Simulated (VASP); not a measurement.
BeB, 2 atoms in the cell. The typed cell holds 2 atoms: a = 2.781 Å, b = 2.781 Å, c = 2.781 Å, α = 60.00°, β = 60.00°, γ = 60.00°. 

```yaml
Program: VASP 6.6.1
Task: single point
Functional: PBE
Potentials_or_basis: VASP PAW PBE potentials, release 64 (Be, B)
Cutoff: 520 eV
k_mesh: 8 × 8 × 8
Occupations: gaussian, width 0.01 eV
Spin: no spin polarisation
Dipole_correction: no
Further_INCAR_settings: ALGO = Normal; EDIFF = 1e-07; NBANDS = 10
```

Potentials or basis: VASP PAW PBE potentials, release 64 (Be, B).

Launch:

```console
$ cat potpaw_PBE.64/Be/POTCAR potpaw_PBE.64/B/POTCAR > POTCAR
$ mpirun -np 1 vasp_std > vasp.out
```

Hardware: 1 thread of Intel(R) Xeon(R) Platinum 8488C (Sapphire Rapids), on a shared host.

Question: How long does it take, and how much memory?

Answer: Run time: 27 s on 1 thread of Intel(R) Xeon(R) Platinum 8488C (Sapphire Rapids), with other jobs on the host, peak memory 0.16 GiB. Counts: scf iterations 11, k points 260.
